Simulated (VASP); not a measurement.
# ScAl (Pm-3m) in VASP: a series of runs

Runs on ScAl. Level: PBEsol. Tasks: relaxation of cell and atoms, single point.

Everything below comes from runs of VASP 6.6.1. Logs are shortened: lines on timing, memory, paths and dates and some standing lists are left out, and cuts for length are marked.

## 1. The cell of the first run

Symmetry: Pm-3m, No. 221, cubic system. Conventional cell: a = 3.383 Å, b = 3.383 Å, c = 3.383 Å, α = 90.00°, β = 90.00°, γ = 90.00°. Sc (site symmetry m-3m) has 8 Al at 2.93 Å and 6 Sc at 3.38 Å within 3.9 Å. Al (site symmetry m-3m) has 8 Sc at 2.93 Å and 6 Al at 3.38 Å within 3.9 Å.

## 2. Relaxation of cell and atoms, PBEsol

Contents of INCAR:

```
SYSTEM = ScAl
PREC = Accurate ; ENCUT = 500
EDIFF = 1E-7 ; ISMEAR = -1
SIGMA = 0.15 ; LREAL = .False.
LASPH = .True. ; NELM = 120
ALGO = Normal ; ISIF = 3
LWAVE = .False. ; LCHARG = .False.
GGA = PS ; IBRION = 2
NSW = 80 ; EDIFFG = -0.001
GGA_COMPAT = .False. ; NELMIN = 4
```

Contents of KPOINTS:

```
Automatic mesh
0
Gamma
  12 12 12
  0 0 0
```

Contents of POSCAR:

```
ScAl
1.0
    3.3827227812      0.0000000000      0.0000000000
    0.0000000000      3.3827227812      0.0000000000
    0.0000000000      0.0000000000      3.3827227812
Sc Al
1 1
Direct
    0.5000000000      0.5000000000      0.5000000000
    0.0000000000      0.0000000000      0.0000000000
```

Potentials or basis: VASP PAW PBE potentials, release 64 (Sc_sv, Al).

Launch:

```
$ cat potpaw_PBE.64/Sc_sv/POTCAR potpaw_PBE.64/Al/POTCAR > POTCAR
$ mpirun -np 1 vasp_std > vasp.out
```

OUTCAR:

```text
SYSTEM = ScAl
   PREC = Accurate
   ENCUT = 500
   EDIFF = 1E-7
   ISMEAR = -1
   LREAL = .False.
   LASPH = .True.
   NELM = 120
   ISIF = 3
   GGA = PS
   IBRION = 2
   NSW = 80
   EDIFFG = -0.001
   NELMIN = 4

 ion  position               nearest neighbor table
   1  0.500  0.500  0.500-   2 2.93   2 2.93   2 2.93   2 2.93   2 2.93   2 2.93   2 2.93   2 2.93

   2  0.000  0.000  0.000-   1 2.93   1 2.93   1 2.93   1 2.93   1 2.93   1 2.93   1 2.93   1 2.93

  LATTYP: Found a simple cubic cell.
 ALAT       =     3.3827227812

  Lattice vectors:

 A1 = (   3.3827227812,   0.0000000000,   0.0000000000)
 A2 = (   0.0000000000,   3.3827227812,   0.0000000000)
 A3 = (   0.0000000000,   0.0000000000,   3.3827227812)

Analysis of symmetry for initial positions (statically):
=====================================================================
 Subroutine PRICEL returns:
 Original cell was already a primitive cell.

 Routine SETGRP: Setting up the symmetry group for a
 simple cubic supercell.

 Subroutine GETGRP returns: Found 48 space group operations
[... 9 lines left out ...]

 Routine SETGRP: Setting up the symmetry group for a
 simple cubic supercell.

 Subroutine GETGRP returns: Found 48 space group operations
[... 11 lines left out ...]
                                     Primitive cell

  volume of cell :      38.7079

  direct lattice vectors                    reciprocal lattice vectors
     3.382722781  0.000000000  0.000000000     0.295619850  0.000000000  0.000000000
     0.000000000  3.382722781  0.000000000     0.000000000  0.295619850  0.000000000
     0.000000000  0.000000000  3.382722781     0.000000000  0.000000000  0.295619850

  length of vectors
     3.382722781  3.382722781  3.382722781     0.295619850  0.295619850  0.295619850

  position of ions in fractional coordinates (direct lattice)
[... 8 lines left out ...]
----------------------------------------------------------------------------------------

 KPOINTS: Automatic mesh

Automatic generation of k-mesh.
 Grid dimensions read from file:
 generate k-points for:   12   12   12

 Generating k-lattice:

  Cartesian coordinates                     Fractional coordinates (reciprocal lattice)
     0.024634987  0.000000000  0.000000000     0.083333333  0.000000000  0.000000000
     0.000000000  0.024634987  0.000000000     0.000000000  0.083333333  0.000000000
     0.000000000  0.000000000  0.024634987     0.000000000  0.000000000  0.083333333

  Length of vectors
     0.024634987  0.024634987  0.024634987

  Shift w.r.t. Gamma in fractional coordinates (k-lattice)
     0.000000000  0.000000000  0.000000000

 Subroutine IBZKPT returns following result:
 ===========================================

 Found     84 irreducible k-points:

 Following reciprocal coordinates:
            Coordinates               Weight
  0.000000  0.000000  0.000000      1.000000
  0.083333  0.000000  0.000000      6.000000
  0.166667  0.000000  0.000000      6.000000
  0.250000  0.000000  0.000000      6.000000
  0.333333  0.000000  0.000000      6.000000
  0.416667  0.000000  0.000000      6.000000
[... 16 lines left out ...]
  0.333333  0.333333  0.000000     12.000000
  0.416667  0.333333  0.000000     24.000000
 [... further k-points ...]
   k-points           NKPTS =     84   k-points in BZ     NKDIM =     84   number of bands    NBANDS=     11
   number of dos      NEDOS =    301   number of ions     NIONS =      2
   total plane-waves  NPLWV =  21952
   dimension x,y,z NGX =    28 NGY =   28 NGZ =   28
   dimension x,y,z NGXF=    56 NGYF=   56 NGZF=   56
   ions per type =               1   1
   NGX,Y,Z   is equivalent  to a cutoff of  13.76, 13.76, 13.76 a.u.
   NGXF,Y,Z  is equivalent  to a cutoff of  27.52, 27.52, 27.52 a.u.
 SYSTEM =  ScAl
   PREC   = accura    normal or accurate (medium, high low for compatibility)
   ISTART =      0    job   : 0-new  1-cont  2-samecut
   ICHARG =      2    charge: 1-file 2-atom 10-const
   ISPIN  =      1    spin polarized calculation?
   LNONCOLLINEAR =      F non collinear calculations
   LSORBIT =      F    spin-orbit coupling
   LASPH  =      T    aspherical Exc in radial PAW
   ENCUT  =  500.0 eV  36.75 Ry    6.06 a.u.   6.17  6.17  6.17*2*pi/ulx,y,z
   NELM   =    120;   NELMIN=  4; NELMDL= -5     # of ELM steps
   EDIFF  = 0.1E-06   stopping-criterion for ELM
   LREAL  =      F    real-space projection
   EDIFFG = -.1E-02   stopping-criterion for IOM
   NSW    =     80    number of steps for IOM
   IBRION =      2    ionic relax: 0-MD 1-quasi-New 2-CG
   NFREE  =      1    steps in history (QN), initial steepest desc. (CG)
   ISIF   =      3    stress and relaxation
   ISYM   =      2    0-nonsym 1-usesym 2-fastsym
   POTIM  = 0.5000    time-step for ionic-motion
   TEBEG  =    0.0;   TEEND  =   0.0 temperature during run
   PSTRESS=    0.0 pullay stress
   NELECT =      14.0000    total number of electrons
   NUPDOWN=      -1.0000    fix difference up-down
   EMIN   =  10.00;   EMAX   =-10.00  energy-range for DOS
   EFERMI =   0.00;   METHOD = LEGACY
   ISMEAR =    -1;   SIGMA  =   0.15  broadening in eV -4-tet -1-fermi 0-gaus
   EFERMI_NEDOS =   21; number of points for ismear=-14 and -15
   IALGO  =     38    algorithm
   IMIX   =      4    mixing-type and parameters
     AMIX     =   0.40;   BMIX     =  1.00
     AMIX_MAG =   1.60;   BMIX_MAG =  1.00
  volume/ion in A,a.u.               =      19.35       130.61
  Fermi-wavevector in a.u.,A,eV,Ry     =   1.166410  2.204195 18.510882  1.360511
  Thomas-Fermi vector in A             =   2.302923
   LORBIT       =      0    0 simple, 1 ext, 2 COOP (PROOUT), +10 PAW based schemes
   GGA     = PS    functional components
   LHFCALC =     F    Hartree Fock is set to
   AEXX    =    0.0000 exact exchange contribution
   IVDW    =     0    specifies the selected vdW correction
   LEPSILON=     F    determine dielectric tensor
   LRPA    =     F    only Hartree local field effects (RPA)
 conjugate gradient relaxation of ions
 non-spin polarized calculation
  energy-cutoff  :      500.00
  volume of cell :       38.71
 maximum number of plane-waves:      1021
 NGX is ok and might be reduce to    28
   NGX = 13   NGY = 13   NGZ = 13

--------------------------------------- Ionic step        1  -------------------------------------------

 number of electron      14.0000000 magnetization

 Free energy of the ion-electron system (eV)
  ---------------------------------------------------
  ext. energy  EPLUGINS =         0.00000000
  ---------------------------------------------------
  free energy    TOTEN  =       -11.64873606 eV

  energy without entropy =      -11.56881201  energy(sigma->0) =      -11.60877403

------------------------ aborting loop because EDIFF is reached ----------------------------------------

  FORCE on cell =-STRESS in cart. coord.  units (eV):
  Direction    XX          YY          ZZ          XY          YZ          ZX
  --------------------------------------------------------------------------------------
  -------------------------------------------------------------------------------------
  Total       -0.5386121     -0.5386121     -0.5386121      0.0000000      0.0000000     -0.0000000
  in kB      -22.2939729    -22.2939729    -22.2939729      0.0000000      0.0000000     -0.0000000
  external PRESSURE =     -22.2939729 kB  Pullay stress =       0.0000000 kB

 VOLUME and BASIS-vectors are now :
 -----------------------------------------------------------------------------
  energy-cutoff  :      500.00
  volume of cell :       38.71
      direct lattice vectors                 reciprocal lattice vectors
     3.382722781  0.000000000  0.000000000     0.295619850  0.000000000  0.000000000
     0.000000000  3.382722781  0.000000000     0.000000000  0.295619850  0.000000000
     0.000000000  0.000000000  3.382722781     0.000000000  0.000000000  0.295619850
[... 37 lines left out ...]
 POSITION                                       TOTAL-FORCE (eV/Angst)
 -----------------------------------------------------------------------------------
      1.66939      1.66939      1.66939         0.000000      0.000000      0.000000
      0.00000      0.00000      0.00000        -0.000000     -0.000000      0.000000
 -----------------------------------------------------------------------------------
    total drift:                                0.000000      0.000000      0.000000

  FREE ENERGIE OF THE ION-ELECTRON SYSTEM (eV)
  ---------------------------------------------------
  free  energy   TOTEN  =       -11.6558812813 eV

  energy  without entropy=      -11.5814249215  energy(sigma->0) =      -11.61865310

--------------------------------------- Ionic step        3  -------------------------------------------

 number of electron      14.0000002 magnetization

 Free energy of the ion-electron system (eV)
  ---------------------------------------------------
  ext. energy  EPLUGINS =         0.00000000
  ---------------------------------------------------
  free energy    TOTEN  =       -11.65677517 eV

  energy without entropy =      -11.58100867  energy(sigma->0) =      -11.61889192

 E-fermi :   6.0938     XC(G=0): -10.4822

 val. band max:        6.0873601611   @ k =   0.3333   0.0000   0.0000
 cond. band min:       6.1733945279   @ k =   0.5000   0.1667   0.0000
 fundamental gap:      0.0860343669
 Fermi energy:         6.0937928741

 k-point     1 :       0.0000    0.0000    0.0000
  band No.  band energies     occupation
      1     -43.0444      2.00000
      2     -21.7209      2.00000
      3     -21.7209      2.00000
      4     -21.7209      2.00000
      5      -2.4162      2.00000
      6       5.4152      1.97855
      7       5.4152      1.97855
      8       8.8892      0.00000
      9       8.8892      0.00000
     10       8.8892      0.00000
     11       9.9306      0.00000

 k-point     2 :       0.0833    0.0000    0.0000
  band No.  band energies     occupation
      1     -43.0433      2.00000
      2     -21.7341      2.00000
      3     -21.7196      2.00000
      4     -21.7196      2.00000
      5      -2.3149      2.00000
      6       5.3172      1.98878
      7       5.4669      1.96985
      8       8.5561      0.00000
      9       8.5561      0.00000
     10       8.9045      0.00000
     11       9.6469      0.00000
[... 295 lines left out ...]
 k-point    24 :       0.4167    0.3333    0.0000
  band No.  band energies     occupation
      1     -43.0172      2.00000
      2     -21.8817      2.00000
      3     -21.8430      2.00000
      4     -21.6914      2.00000
      5       0.8043      2.00000
      6       3.3841      2.00000
      7       4.7142      1.99980
      8       6.3883      0.24615
      9       7.4998      0.00017
     10       7.9352      0.00001
     11       9.8436      0.00000

 [... further k-points ...]
[... 5 lines left out ...]
  --------------------------------------------------------------------------------------
  -------------------------------------------------------------------------------------
  Total        0.0010994      0.0010994      0.0010994     -0.0000000     -0.0000000     -0.0000000
  in kB        0.0468689      0.0468689      0.0468689     -0.0000000     -0.0000000     -0.0000000
  external PRESSURE =       0.0468689 kB  Pullay stress =       0.0000000 kB

 VOLUME and BASIS-vectors are now :
 -----------------------------------------------------------------------------
  energy-cutoff  :      500.00
  volume of cell :       37.58
      direct lattice vectors                 reciprocal lattice vectors
     3.349570380  0.000000000 -0.000000000     0.298545750 -0.000000000 -0.000000000
     0.000000000  3.349570380 -0.000000000    -0.000000000  0.298545750 -0.000000000
     0.000000000  0.000000000  3.349570380     0.000000000  0.000000000  0.298545750

 POSITION                                       TOTAL-FORCE (eV/Angst)
 -----------------------------------------------------------------------------------
      1.67479      1.67479      1.67479         0.000000      0.000000      0.000000
      0.00000      0.00000      0.00000        -0.000000     -0.000000      0.000000
 -----------------------------------------------------------------------------------
    total drift:                                0.000000      0.000000      0.000000

  FREE ENERGIE OF THE ION-ELECTRON SYSTEM (eV)
  ---------------------------------------------------
  free  energy   TOTEN  =       -11.6567751700 eV

  energy  without entropy=      -11.5810086703  energy(sigma->0) =      -11.61889192

 reached required accuracy - stopping structural energy minimisation
```

Wall time 63 s (1 thread of Intel Xeon Platinum 8488C (Sapphire Rapids), shared host); peak memory 0.19 GiB.

What came out:

```yaml
Free_energy: -11.6568 eV
Relaxed_volume: 18.79 Å³/atom
Relaxed_cell: a = 3.350 Å, b = 3.350 Å, c = 3.350 Å, α = 90.00°, β = 90.00°, γ = 90.00°
Space_group_after_relaxing_to_0.05_Å: Pm-3m (No. 221)
Energy_gained_by_relaxing: 4.0 meV/atom
Ionic_steps: 3
Pressure_after_relaxing: 0.0 GPa
Band_gap_on_the_k_mesh: zero (band 7 reaches 6.45 eV, above the bottom of band 8 at 5.26 eV)
```

Step by step:
| step | energy change (eV) | largest force (eV/Å) | pressure (GPa) | volume (Å³) |
| --- | --- | --- | --- | --- |
| 1 | 0.0000 | 0.0000 | -2.23 | 38.71 |
| 2 | -0.0071 | 0.0000 | 0.80 | 37.22 |
| 3 | -0.0080 | 0.0000 | 0.00 | 37.58 |

Final structure:
```xyz
2
Lattice="3.3496 0.0000 0.0000 0.0000 3.3496 0.0000 0.0000 0.0000 3.3496" Properties=species:S:1:pos:R:3 pbc="T T T"
Sc    1.6748    1.6748    1.6748
Al    0.0000    0.0000    0.0000
```

Levels at points of the mesh, in eV from the Fermi level:
```tsv
k point	band 5	band 6	band 7	band 8	band 9	band 10
(0.00, 0.00, 0.00)	-8.51	-0.68	-0.68	2.80	2.80	2.80
(0.50, 0.00, 0.00)	-5.66	-4.58	0.28	0.82	0.82	3.03
(0.50, 0.50, 0.00)	-4.72	-1.83	-1.83	-0.83	1.58	1.58
(0.50, 0.50, 0.50)	-2.57	-2.57	-2.57	-0.34	2.97	2.97
```

Caveat: the PAW data sets were made with another functional, which shifts forces and pressure a little.

## 3. Single point, PBEsol

This run uses another cell than the first one, of 16.29 Å³/atom, 0.842 times its volume.

Contents of INCAR:

```
ALGO     = Normal         # electronic algorithm
EDIFF    = 1E-6           # SCF threshold, eV
ENCUT    = 500            # plane-wave cutoff, eV
GGA      = PS             # functional
GGA_COMPAT= F            
ISIF     = 2              # what is computed and relaxed
ISMEAR   = -1             # smearing method
LASPH    = T              # aspherical terms in the spheres
LCHARG   = F              # write CHGCAR
LREAL    = F              # projectors in reciprocal space
LWAVE    = F              # write WAVECAR
NBANDS   = 14             # bands
NELM     = 120            # most SCF steps
PREC     = Accurate       # precision mode
SIGMA    = 0.15           # smearing width, eV
```

Contents of KPOINTS:

```
k-points
0
Gamma
  12 12 12
```

Contents of POSCAR:

```
ScAl
1.0
    3.1939958152      0.0000000000      0.0000000000
    0.0000000000      3.1939958152      0.0000000000
    0.0000000000      0.0000000000      3.1939958152
Sc Al
1 1
Direct
    0.5000000000      0.5000000000      0.5000000000
    0.0000000000      0.0000000000      0.0000000000
```

Potentials or basis: VASP PAW PBE potentials, release 64 (Sc_sv, Al).

Launch:

```
$ cat potpaw_PBE.64/Sc_sv/POTCAR potpaw_PBE.64/Al/POTCAR > POTCAR
$ mpirun -np 1 vasp_std > vasp.out
```

Run time: 9.3 s. Hardware: 1 thread of Intel Xeon 6975P-C (Granite Rapids), shared host; peak memory 0.16 GiB.

Results (log left out):

| Quantity | Value |
| --- | --- |
| Free energy | -11.4434 eV |
| Pressure | 15.2 GPa |
| Band gap on the k mesh | zero (band 7 reaches 7.58 eV, above the bottom of band 8 at 6.37 eV) |

Levels at points of the mesh, in eV from the Fermi level:
| k point | band 5 | band 6 | band 7 | band 8 | band 9 | band 10 |
| --- | --- | --- | --- | --- | --- | --- |
| (0.00, 0.00, 0.00) | -9.02 | -0.93 | -0.93 | 3.26 | 3.26 | 3.26 |
| (0.50, 0.00, 0.00) | -5.73 | -4.88 | 0.23 | 0.94 | 0.94 | 3.56 |
| (0.50, 0.50, 0.00) | -5.02 | -1.76 | -1.76 | -0.88 | 1.76 | 1.76 |
| (0.50, 0.50, 0.50) | -2.94 | -2.94 | -2.94 | 0.42 | 3.52 | 3.52 |

Caveat: the PAW data sets were made with another functional, which shifts forces and pressure a little.
